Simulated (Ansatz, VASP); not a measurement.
## Al in VASP and in Ansatz

INCAR

```
PREC = Accurate
ENCUT = 520
EDIFF = 1E-6
ISMEAR = -5
SIGMA = 0.05
LREAL = False
LASPH = True
NELM = 60
ALGO = Normal
ISIF = 2
LWAVE = False
LCHARG = False
GGA = RP
IVDW = 12
NBANDS = 8
```

File KPOINTS:

```
regular mesh
0
Gamma
  11 11 11
```

The input POSCAR:

```
Al
1.0
    0.0000000000      2.0112152952      2.0112152952
    2.0112152952      0.0000000000      2.0112152952
    2.0112152952      2.0112152952      0.0000000000
Al
1
Direct
    0.0000000000      0.0000000000      0.0000000000
```

input.yaml

```yaml
crystal:
  lattice:
    - [0.0, 2.0112152952, 2.0112152952]
    - [2.0112152952, 0.0, 2.0112152952]
    - [2.0112152952, 2.0112152952, 0.0]
  atoms:
    - { symbol: Al, position: [0.0, 0.0, 0.0] }
kpoints:
  mp_grid: { grid: [11, 11, 11] }
scf:
  occupations: { method: tetrahedron }
hamiltonian:
  xc: rpbe
  dispersion: d3bj
  pseudopotentials: { kind: all_electron, lapw: { basis_error: 0.001 } }
output:
  forces: true
  stress: true
  eigenvalues: true
```

Change from the starting cell: volume scaled by 0.98.

Alike in both runs: task single point; functional RPBE; dispersion D3(BJ); k mesh 11 × 11 × 11; occupations tetrahedron; no spin polarisation.

|  | VASP | Ansatz |
| --- | --- | --- |
| version | VASP 6.6.1 | Ansatz 0.2.0 |
| potentials or method | VASP PAW PBE potentials, release 64 (Al), cutoff 520 eV | all-electron LAPW, scalar-relativistic |

```csv
,VASP,Ansatz,Ansatz less VASP
gap on the k mesh at the Fermi level (eV),none,none,-
pressure (GPa),-18.7,-18.5,+0.22
```

VASP's potentials were made for PBE, not for RPBE. A gap of «none» marks a metal or a gap that the smearing closes. Ansatz ran all-electron here, and VASP with PAW potentials.
